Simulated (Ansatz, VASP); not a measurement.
# Zr: VASP beside Ansatz

```xyz
1
Lattice="2.8643 0.0000 0.0000 0.0000 2.8643 0.0000 0.0000 0.0000 2.8643" Properties=species:S:1:pos:R:3 pbc="T T T"
Zr    0.0000    0.0000    0.0000
```

Alike in both runs: task single point; functional PBEsol; k mesh 12 × 12 × 12; occupations fermi-dirac, width 0.1 eV; no spin polarisation.

|  | VASP | Ansatz |
| --- | --- | --- |
| version | VASP 6.6.1 | Ansatz 0.2.0 |
| potentials or method | VASP PAW PBE potentials, release 64 (Zr_sv), cutoff 520 eV | plane waves (420 eV) with PAW, scalar-relativistic |
| valence electrons in the cell | 12 | 12 |

Ansatz gave:

- pressure (GPa): 0.2

Problem. What did VASP give for the same quantities?

Solution. Pressure (GPa): 0.4.

VASP's potentials were made for PBE, not for PBEsol, and Ansatz warns of the same on its side.
